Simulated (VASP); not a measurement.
# WSe2 in VASP: further runs

WSe2 is run at these levels: PBEsol; tasks: single point, relaxation of cell and atoms.

All numbers are computed with VASP 6.6.1; they aren't measurements. Logs are shortened: lines on timing, memory, paths and dates and some standing lists are left out, and cuts for length are marked.

### Step 1. The cell of the first run

The cell holds a slab with vacuum, 6 atoms: a = 3.271 Å, b = 3.271 Å, c = 23.987 Å, α = 90.00°, β = 90.00°, γ = 120.00°.

### Step 2. Single point, PBEsol

File INCAR:

```
PREC     = Accurate       # precision mode
ENCUT    = 520            # plane-wave cutoff, eV
EDIFF    = 1E-6           # SCF threshold, eV
ISMEAR   = 0              # smearing method
SIGMA    = 0.02           # smearing width, eV
LREAL    = F              # projectors in reciprocal space
LASPH    = T              # aspherical terms in the spheres
NELM     = 100            # most SCF steps
ALGO     = Normal         # electronic algorithm
ISIF     = 2              # what is computed and relaxed
LWAVE    = F              # write WAVECAR
LCHARG   = T              # write CHGCAR
GGA      = PS             # functional
LELF     = T              # ELF
LVHAR    = T            
NBANDS   = 35             # bands
```

File KPOINTS:

```
regular mesh
0
Gamma
  9 9 2
```

File POSCAR:

```
WSe2
1.0
    3.2705808386      0.0000000000      0.0000000000
   -1.6352904193      2.8324060913      0.0000000000
    0.0000000000      0.0000000000     23.9869951139
W Se
2 4
Direct
    0.6666666667      0.3333333333      0.1376221416
    0.3333333333      0.6666666667      0.8623778584
    0.3333333333      0.6666666667      0.2073407565
    0.6666666667      0.3333333333      0.9321940382
    0.3333333333      0.6666666667      0.0678059618
    0.6666666667      0.3333333333      0.7926592435
```

Potentials or basis: VASP PAW PBE potentials, release 64 (W_sv, Se).

Command:

```sh
$ cat potpaw_PBE.64/W_sv/POTCAR potpaw_PBE.64/Se/POTCAR > POTCAR
$ mpirun -np 1 vasp_std > vasp.out
```

OUTCAR:

```text
PREC = Accurate
   ENCUT = 520
   EDIFF = 1E-6
   ISMEAR = 0
   LREAL = F
   LASPH = T
   NELM = 100
   ISIF = 2
   GGA = PS

 ion  position               nearest neighbor table
   1  0.667  0.333  0.138-   3 2.52   3 2.52   3 2.52   5 2.52   5 2.52   5 2.52
   2  0.333  0.667  0.862-   6 2.52   6 2.52   6 2.52   4 2.52   4 2.52   4 2.52
   3  0.333  0.667  0.207-   1 2.52   1 2.52   1 2.52
   4  0.667  0.333  0.932-   2 2.52   2 2.52   2 2.52
   5  0.333  0.667  0.068-   1 2.52   1 2.52   1 2.52
   6  0.667  0.333  0.793-   2 2.52   2 2.52   2 2.52

  LATTYP: Found a hexagonal cell.
 ALAT       =     3.2705808386
 C/A-ratio  =     7.3341697691

  Lattice vectors:

 A1 = (   3.2705808386,   0.0000000000,   0.0000000000)
 A2 = (  -1.6352904193,   2.8324060913,   0.0000000000)
 A3 = (   0.0000000000,   0.0000000000,  23.9869951139)

Analysis of symmetry for initial positions (statically):
=====================================================================
 Subroutine PRICEL returns:
 Original cell was already a primitive cell.

 Routine SETGRP: Setting up the symmetry group for a
 hexagonal supercell.

 Subroutine GETGRP returns: Found 12 space group operations
 (whereof 12 operations were pure point group operations)
 out of a pool of 24 trial point group operations.

The static configuration has the point symmetry D_3d.

Analysis of symmetry for dynamics (positions and initial velocities):
=====================================================================
 Subroutine PRICEL returns:
 Original cell was already a primitive cell.

 Routine SETGRP: Setting up the symmetry group for a
 hexagonal supercell.

 Subroutine GETGRP returns: Found 12 space group operations
 (whereof 12 operations were pure point group operations)
 out of a pool of 24 trial point group operations.

The dynamic configuration has the point symmetry D_3d.

 Subroutine INISYM returns: Found 12 space group operations
 (whereof 12 operations are pure point group operations),
 and found     1 'primitive' translations

----------------------------------------------------------------------------------------

                                     Primitive cell

  volume of cell :     222.2062

  direct lattice vectors                    reciprocal lattice vectors
     3.270580839  0.000000000  0.000000000     0.305756087  0.176528359  0.000000000
    -1.635290419  2.832406091  0.000000000     0.000000000  0.353056718  0.000000000
     0.000000000  0.000000000 23.986995114     0.000000000  0.000000000  0.041689257

  length of vectors
     3.270580839  3.270580839 23.986995114     0.353056718  0.353056718  0.041689257

  position of ions in fractional coordinates (direct lattice)
     0.666666667  0.333333333  0.137622142
     0.333333333  0.666666667  0.862377858
     0.333333333  0.666666667  0.207340757
     0.666666667  0.333333333  0.932194038
     0.333333333  0.666666667  0.067805962
     0.666666667  0.333333333  0.792659243

  ion indices of the primitive-cell ions
   primitive index   ion index
                 1           1
                 2           2
                 3           3
                 4           4
                 5           5
                 6           6

----------------------------------------------------------------------------------------

 KPOINTS: regular mesh

Automatic generation of k-mesh.
 Grid dimensions read from file:
 generate k-points for:    9    9    2

 Generating k-lattice:

  Cartesian coordinates                     Fractional coordinates (reciprocal lattice)
     0.033972899  0.019614262  0.000000000     0.111111111  0.000000000  0.000000000
     0.000000000  0.039228524  0.000000000     0.000000000  0.111111111  0.000000000
     0.000000000  0.000000000  0.020844628     0.000000000  0.000000000  0.500000000

  Length of vectors
     0.039228524  0.039228524  0.020844628

  Shift w.r.t. Gamma in fractional coordinates (k-lattice)
     0.000000000  0.000000000  0.000000000

 Subroutine IBZKPT returns following result:
 ===========================================

 Found     24 irreducible k-points:

 Following reciprocal coordinates:
            Coordinates               Weight
  0.000000  0.000000  0.000000      1.000000
  0.111111  0.000000  0.000000      6.000000
  0.222222 -0.000000  0.000000      6.000000
  0.333333 -0.000000  0.000000      6.000000
  0.444444 -0.000000  0.000000      6.000000
  0.111111  0.111111  0.000000      6.000000
[... 16 lines left out ...]
  0.333333  0.222222  0.500000     12.000000
  0.333333  0.333333  0.500000      2.000000
   k-points           NKPTS =     24   k-points in BZ     NKDIM =     24   number of bands    NBANDS=     35
   number of dos      NEDOS =    301   number of ions     NIONS =      6
   total plane-waves  NPLWV = 103680
   dimension x,y,z NGX =    24 NGY =   24 NGZ =  180
   dimension x,y,z NGXF=    48 NGYF=   48 NGZF=  360
   ions per type =               2   4
   NGX,Y,Z   is equivalent  to a cutoff of  12.20, 12.20, 12.48 a.u.
   NGXF,Y,Z  is equivalent  to a cutoff of  24.40, 24.40, 24.95 a.u.
 SYSTEM =  unknown system
   PREC   = accura    normal or accurate (medium, high low for compatibility)
   ISTART =      0    job   : 0-new  1-cont  2-samecut
   ICHARG =      2    charge: 1-file 2-atom 10-const
   ISPIN  =      1    spin polarized calculation?
   LNONCOLLINEAR =      F non collinear calculations
   LSORBIT =      F    spin-orbit coupling
   LASPH  =      T    aspherical Exc in radial PAW
   ENCUT  =  520.0 eV  38.22 Ry    6.18 a.u.   6.08  6.08 44.60*2*pi/ulx,y,z
   NELM   =    100;   NELMIN=  2; NELMDL= -5     # of ELM steps
   EDIFF  = 0.1E-05   stopping-criterion for ELM
   LREAL  =      F    real-space projection
   EDIFFG = 0.1E-04   stopping-criterion for IOM
   NSW    =      0    number of steps for IOM
   IBRION =     -1    ionic relax: 0-MD 1-quasi-New 2-CG
   NFREE  =      0    steps in history (QN), initial steepest desc. (CG)
   ISIF   =      2    stress and relaxation
   ISYM   =      2    0-nonsym 1-usesym 2-fastsym
   POTIM  = 0.5000    time-step for ionic-motion
   TEBEG  =    0.0;   TEEND  =   0.0 temperature during run
   PSTRESS=    0.0 pullay stress
   NELECT =      52.0000    total number of electrons
   NUPDOWN=      -1.0000    fix difference up-down
   EMIN   =  10.00;   EMAX   =-10.00  energy-range for DOS
   EFERMI =   0.00;   METHOD = LEGACY
   ISMEAR =     0;   SIGMA  =   0.02  broadening in eV -4-tet -1-fermi 0-gaus
   EFERMI_NEDOS =   21; number of points for ismear=-14 and -15
   IALGO  =     38    algorithm
   IMIX   =      4    mixing-type and parameters
     AMIX     =   0.40;   BMIX     =  1.00
     AMIX_MAG =   1.60;   BMIX_MAG =  1.00
  volume/ion in A,a.u.               =      37.03       249.92
  Fermi-wavevector in a.u.,A,eV,Ry     =   1.008844  1.906438 13.847540  1.017765
  Thomas-Fermi vector in A             =   2.141735
   LORBIT       =      0    0 simple, 1 ext, 2 COOP (PROOUT), +10 PAW based schemes
   GGA     = PS    functional components
   LHFCALC =     F    Hartree Fock is set to
   AEXX    =    0.0000 exact exchange contribution
   IVDW    =     0    specifies the selected vdW correction
   LEPSILON=     F    determine dielectric tensor
   LRPA    =     F    only Hartree local field effects (RPA)
 non-spin polarized calculation
 Gauss-broadening in eV      SIGMA  =   0.02
  energy-cutoff  :      520.00
  volume of cell :      222.21
 maximum number of plane-waves:      6072
   NGX = 13   NGY = 13   NGZ = 89

 number of electron      52.0000006 magnetization

 Free energy of the ion-electron system (eV)
  ---------------------------------------------------
  ext. energy  EPLUGINS =         0.00000000
  ---------------------------------------------------
  free energy    TOTEN  =       -46.51095797 eV

  energy without entropy =      -46.51095797  energy(sigma->0) =      -46.51095797

 E-fermi :   1.0461     XC(G=0):  -6.3552

 val. band max:        0.9002818005   @ k =   0.3333   0.3333   0.5000
 cond. band min:       2.4067288653   @ k =   0.2222   0.1111   0.0000
 fundamental gap:      1.5064470648
 Fermi energy:         1.0461239384

 k-point     1 :       0.0000    0.0000    0.0000
  band No.  band energies     occupation
      1     -73.0901      2.00000
      2     -73.0901      2.00000
      3     -37.3559      2.00000
      4     -37.3559      2.00000
      5     -37.2054      2.00000
      6     -37.2054      2.00000
[... 27 lines left out ...]
     34       4.1424      0.00000
     35       5.3229      0.00000

 k-point     2 :       0.1111    0.0000    0.0000
  band No.  band energies     occupation
      1     -73.0888      2.00000
      2     -73.0888      2.00000
      3     -37.3502      2.00000
      4     -37.3502      2.00000
      5     -37.2351      2.00000
      6     -37.2351      2.00000
[... 27 lines left out ...]
     34       4.2507      0.00000
     35       5.7516      0.00000

 k-point     3 :       0.2222   -0.0000    0.0000
  band No.  band energies     occupation
      1     -73.0854      2.00000
      2     -73.0854      2.00000
      3     -37.3358      2.00000
      4     -37.3358      2.00000
      5     -37.3097      2.00000
      6     -37.3097      2.00000
[... 27 lines left out ...]
     34       4.8537      0.00000
     35       6.4210      0.00000
[... 723 lines left out ...]
 k-point    23 :       0.3333    0.2222    0.5000
  band No.  band energies     occupation
      1     -73.0780      2.00000
      2     -73.0780      2.00000
      3     -37.4176      2.00000
      4     -37.4176      2.00000
      5     -37.3229      2.00000
      6     -37.3229      2.00000
[... 27 lines left out ...]
     34       5.7523      0.00000
     35       6.4212      0.00000

 k-point    24 :       0.3333    0.3333    0.5000
  band No.  band energies     occupation
      1     -73.0774      2.00000
      2     -73.0774      2.00000
      3     -37.3923      2.00000
      4     -37.3923      2.00000
      5     -37.3664      2.00000
      6     -37.3664      2.00000
[... 27 lines left out ...]
     34       5.8457      0.00000
     35       6.8718      0.00000

------------------------ aborting loop because EDIFF is reached ----------------------------------------

  FORCE on cell =-STRESS in cart. coord.  units (eV):
  Direction    XX          YY          ZZ          XY          YZ          ZX
  --------------------------------------------------------------------------------------
  -------------------------------------------------------------------------------------
  Total        0.2858525      0.2858525      0.3942753      0.0000000      0.0000000      0.0000000
  in kB        2.0610868      2.0610868      2.8428499      0.0000000      0.0000000      0.0000000
  external PRESSURE =       2.3216745 kB  Pullay stress =       0.0000000 kB

 VOLUME and BASIS-vectors are now :
 -----------------------------------------------------------------------------
  energy-cutoff  :      520.00
  volume of cell :      222.21
      direct lattice vectors                 reciprocal lattice vectors
     3.270580839  0.000000000  0.000000000     0.305756087  0.176528359  0.000000000
    -1.635290419  2.832406091  0.000000000     0.000000000  0.353056718  0.000000000
     0.000000000  0.000000000 23.986995114     0.000000000  0.000000000  0.041689257

 POSITION                                       TOTAL-FORCE (eV/Angst)
 -----------------------------------------------------------------------------------
      1.63529      0.94414      3.30114         0.000000      0.000000      0.000282
     -0.00000      1.88827     20.68585        -0.000000      0.000000     -0.000282
     -0.00000      1.88827      4.97348         0.000000     -0.000000      0.061399
      1.63529      0.94414     22.36053         0.000000     -0.000000      0.060647
     -0.00000      1.88827      1.62646        -0.000000      0.000000     -0.060647
      1.63529      0.94414     19.01351        -0.000000      0.000000     -0.061399
 -----------------------------------------------------------------------------------
    total drift:                                0.000000     -0.000000      0.000000

  FREE ENERGIE OF THE ION-ELECTRON SYSTEM (eV)
  ---------------------------------------------------
  free  energy   TOTEN  =       -46.5109579684 eV

  energy  without entropy=      -46.5109579684  energy(sigma->0) =      -46.51095797
```

Wall time 4.3 min (1 thread of Intel Xeon 8259CL, shared host); peak memory 0.41 GiB.

Results:

* Free energy: -46.5110 eV
* Largest force: 0.061 eV/Å
* Band gap on the k mesh: 1.51 eV (least direct gap 1.64 eV)

Forces in eV/Å, atoms in the order of the input:
```
W    0.000  0.000  0.000
W    0.000  0.000  0.000
Se   0.000  0.000  0.061
Se   0.000  0.000  0.061
Se   0.000  0.000 -0.061
Se   0.000  0.000 -0.061
```

Caveat: there is no dipole correction, which matters where the two faces differ; the PAW data sets were made with another functional, which shifts forces and pressure a little; spin-orbit coupling is left out, which moves the levels of the heavy elements.

### Step 3. Single point, PBEsol

File INCAR:

```
  ALGO = Normal
  EDIFF = 1E-7
  ENCUT = 520
  GGA = PS
  ISIF = 2
  ISMEAR = 0
  LASPH = True
  LCHARG = False
  LREAL = False
  LWAVE = False
  NBANDS = 35
  NELM = 100
  PREC = Accurate
  SIGMA = 0.05
```

File KPOINTS:

```
k-points
0
Gamma
  9 9 2
```

POSCAR is that of step 2.

Potentials or basis: VASP PAW PBE potentials, release 64 (W_sv, Se).

Command:

```sh
$ cat potpaw_PBE.64/W_sv/POTCAR potpaw_PBE.64/Se/POTCAR > POTCAR
$ mpirun -np 1 vasp_std > vasp.out
```

It took 4.6 min on 1 thread of Intel Xeon 8259CL, shared host; peak memory 0.41 GiB.

It converged, with:

| Quantity | Value |
| --- | --- |
| Free energy | -46.5110 eV |
| Largest force | 0.061 eV/Å |
| Band gap on the k mesh | 1.51 eV (least direct gap 1.64 eV) |

Forces in eV/Å, atoms in the order of the input:
```
W    0.000  0.000  0.000
W    0.000  0.000  0.000
Se   0.000  0.000  0.061
Se   0.000  0.000  0.061
Se   0.000  0.000 -0.061
Se   0.000  0.000 -0.061
```

Levels at points of the mesh, in eV from the valence-band top:
```
           k point  band 23  band 24  band 25  band 26  band 27  band 28  band 29  band 30
(0.00, 0.00, 0.00)    -1.21    -1.21    -0.63     0.00     2.99     2.99     3.02     3.02
(0.00, 0.00, 0.50)    -1.21    -1.21    -0.63     0.00     2.99     2.99     3.02     3.02
```

Caveat: there is no dipole correction, which matters where the two faces differ; the PAW data sets were made with another functional, which shifts forces and pressure a little; spin-orbit coupling is left out, which moves the levels of the heavy elements.

[end of part 1 of 2]
